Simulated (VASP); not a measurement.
A run of VASP 6.6.1 is set up as follows.

File INCAR:

```
ALGO = Normal
EDIFF = 1E-6
ENCUT = 520
GGA = PE
ISIF = 2
ISMEAR = 0
LASPH = True
LCHARG = False
LREAL = False
LWAVE = False
NBANDS = 32
NELM = 100
PREC = Accurate
SIGMA = 0.2
```

The input KPOINTS:

```
k-points
0
Gamma
  8 4 2
```

POSCAR

```
Al3B2Sb
1.0
    0.0000000000      0.0000000000     -2.8111864599
    3.0700587002     -5.3174976509      0.0000000000
   -9.2101761005     -5.3174976510      0.0000000000
Al B Sb
6 4 2
Direct
    0.0000000000      0.2500000000      0.7500000000
    0.0000000000      0.7500000000      0.2500000000
    0.0000000000      0.5000000000      1.0000000000
    0.0000000000      0.0000000000      0.5000000000
    0.0000000000      0.7500000000      0.7500000000
    0.0000000000      0.2500000000      0.2500000000
    0.5000000000      0.5000000000      0.8333333333
    0.5000000000      0.0000000000      0.3333333333
    0.5000000000      0.0000000000      0.6666666667
    0.5000000000      0.5000000000      0.1666666667
    0.5000000000      0.5000000000      0.5000000000
    0.5000000000      1.0000000000      1.0000000000
```

Potentials or basis: VASP PAW PBE potentials, release 64 (Al, B, Sb).

Run with:

```sh
$ cat potpaw_PBE.64/Al/POTCAR potpaw_PBE.64/B/POTCAR potpaw_PBE.64/Sb/POTCAR > POTCAR
$ mpirun -np 1 vasp_std > vasp.out
```

**Question.** Predict the largest force.

**Answer.** 0.009 eV/Å.

**Question.** What does it give for the pressure?

**Answer.** -0.7 GPa.

**Question.** Estimate the band gap on the k mesh.

**Answer.** Zero (band 20 reaches 10.26 eV, above the bottom of band 21 at 7.02 eV).

Forces in eV/Å, atoms in the order of the input:
```
Al   0.000  0.000  0.000
Al   0.000  0.000  0.000
Al   0.000  0.000  0.000
Al   0.000  0.000  0.000
Al   0.000  0.000  0.000
Al   0.000  0.000  0.000
B   -0.008 -0.005  0.000
B   -0.008 -0.005  0.000
B    0.008  0.005  0.000
B    0.008  0.005  0.000
Sb   0.000  0.000  0.000
Sb   0.000  0.000  0.000
```

Caveat: spin-orbit coupling is left out, which moves the levels of the heavy elements.
